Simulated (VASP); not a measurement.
A run of VASP 6.6.1:

INCAR

```
SYSTEM = GaN
ALGO = Normal ; EDIFF = 1E-7
ENCUT = 520 ; GGA = PE
ISIF = 2 ; ISMEAR = 0
LASPH = .True. ; LCHARG = .True.
LELF = .True. ; LREAL = .False.
LVHAR = .True. ; LWAVE = .False.
NBANDS = 16 ; NELM = 80
PREC = Accurate ; SIGMA = 0.02
```

File KPOINTS:

```
k-points
0
Gamma
  10 10 10
  0 0 0
```

Contents of POSCAR:

```
GaN
1.0
    0.0000000000      2.2512648186      2.2512648186
    2.2512648186      0.0000000000      2.2512648186
    2.2512648186      2.2512648186      0.0000000000
Ga N
1 1
Direct
    0.0000000000      0.0000000000      0.0000000000
    0.7500000000      0.7500000000      0.7500000000
```

Potentials or basis: VASP PAW PBE potentials, release 64 (Ga_d, N).

Run with:

```sh
$ cat potpaw_PBE.64/Ga_d/POTCAR potpaw_PBE.64/N/POTCAR > POTCAR
$ mpirun -np 1 vasp_std > vasp.out
```

Hardware: 1 thread of Intel(R) Xeon(R) 6975P-C (Granite Rapids) (shared host).

Problem. How long does it take, and how much memory?

Solution. It took 6.2 s on 1 thread of Intel(R) Xeon(R) 6975P-C (Granite Rapids), on a shared host, peak memory 0.14 GiB. Counts: scf iterations 14, k points 47.
